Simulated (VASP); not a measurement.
Runs of VASP 6.6.1 on TaH5. The structure is that of space group F-43m (No. 216), or close to it. The cells are those of the table. The cell was built from a structure type or drawn by symmetry, and may not be a known phase.

```csv
task,cell,k mesh,cutoff (eV),gap on the mesh (eV),pressure (GPa),relaxed volume (Å³/atom)
relaxation of cell and atoms,"relaxed from a = 3.516 Å, angles 60.0°, 6 atoms",14 × 14 × 14,600,none,0.0,5.13
single point,"a = 4.287 Å, angles 60.0°, 6 atoms",6 × 6 × 6,520,none,-33.9,-
relaxation of cell and atoms,"relaxed from a = 4.287 Å, angles 60.0°, 6 atoms",6 × 6 × 6,600,none,-0.5,(a)
single point,"a = 3.517 Å, angles 60.0°, 6 atoms",14 × 14 × 14,520,none,0.0,-
single point,"a = 3.516 Å, angles 60.0°, 6 atoms",6 × 6 × 6,520,none,-0.1,-
```

Alike in all rows: level PBE; potentials or basis VASP PAW PBE potentials, release 64 (Ta_pv, H); no spin polarisation; smearing gaussian 0.1 eV.

**Question.** Estimate the missing entries.

**Answer.** (a) 5.14.

Caveats: some runs use coarse meshes; spin-orbit coupling is left out, which moves the levels of the heavy elements; the cell stands under tension (at least some runs); the volume moved by over 15 % at a fixed basis, so the end points are rough (at least some runs).

A k mesh can miss the band edges, and the runs leave out spin-orbit coupling on Ta.

A gap of «none» marks levels without a gap at the run's occupations.
